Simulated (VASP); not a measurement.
Write the native input for VASP 6.6.1 that does the following.

```
Task                   : single point
Functional             : PBE
Potentials or basis    : VASP PAW PBE potentials, release 64 (Ag, I)
Cutoff                 : 500 eV
k mesh                 : 6 × 6 × 4
Occupations            : gaussian, width 0.01 eV
Spin                   : non-collinear spin, zero start, spin-orbit coupling
Starting moments       : [[0.0, 0.0, 0.0], [0.0, 0.0, 0.0], [0.0, 0.0, 0.0], [0.0, 0.0, 0.0]] μB
Dipole correction      : no
Further INCAR settings : ALGO = Normal; EDIFF = 1e-06; NBANDS = 50
```

The structure of AgI lies in POSCAR:

```
AgI
1.0
    4.6512919221      0.0000000000      0.0000000000
   -2.3256459611      4.0281369650      0.0000000000
    0.0000000000      0.0000000000      7.5978539869
Ag I
2 2
Direct
    0.3333333333      0.6666666667      0.0024013965
    0.6666666667      0.3333333333      0.5024013965
    0.3333333333      0.6666666667      0.3774986035
    0.6666666667      0.3333333333      0.8774986035
```

One way to write it, as run:

INCAR

```
ALGO     = Normal         # electronic algorithm
EDIFF    = 1E-6           # SCF threshold, eV
ENCUT    = 500            # plane-wave cutoff, eV
GGA      = PE             # functional
GGA_COMPAT= F            
ISIF     = 2              # what is computed and relaxed
ISMEAR   = 0              # smearing method
LASPH    = T              # aspherical terms in the spheres
LCHARG   = F              # write CHGCAR
LMAXMIX  = 4              # l up to which the mixer works
LORBIT   = 11             # projections on sites
LORBMOM  = T            
LREAL    = F              # projectors in reciprocal space
LSORBIT  = T              # spin-orbit coupling
LWAVE    = F              # write WAVECAR
MAGMOM   = 0 0 0 0 0 0 0 0 0 0 0 0 # initial moments
NBANDS   = 50             # bands
NELM     = 200            # most SCF steps
PREC     = Accurate       # precision mode
SIGMA    = 0.01           # smearing width, eV
```

KPOINTS

```
k-points
0
Gamma
  6 6 4
```

Potentials or basis: VASP PAW PBE potentials, release 64 (Ag, I).

Launch:

```sh
$ cat potpaw_PBE.64/Ag/POTCAR potpaw_PBE.64/I/POTCAR > POTCAR
$ mpirun -np 1 vasp_ncl > vasp.out
```

Results of the run:

```yaml
Pressure: 0.6 GPa
Net_moment: 0.00 μB per cell
Valence_electrons_inside_the_program's_atomic_spheres: Ag 9.80; I 4.28
```

Wall time 6 min on 1 thread of Intel(R) Xeon(R) Platinum 8488C (Sapphire Rapids) (shared host), peak memory 0.69 GiB.
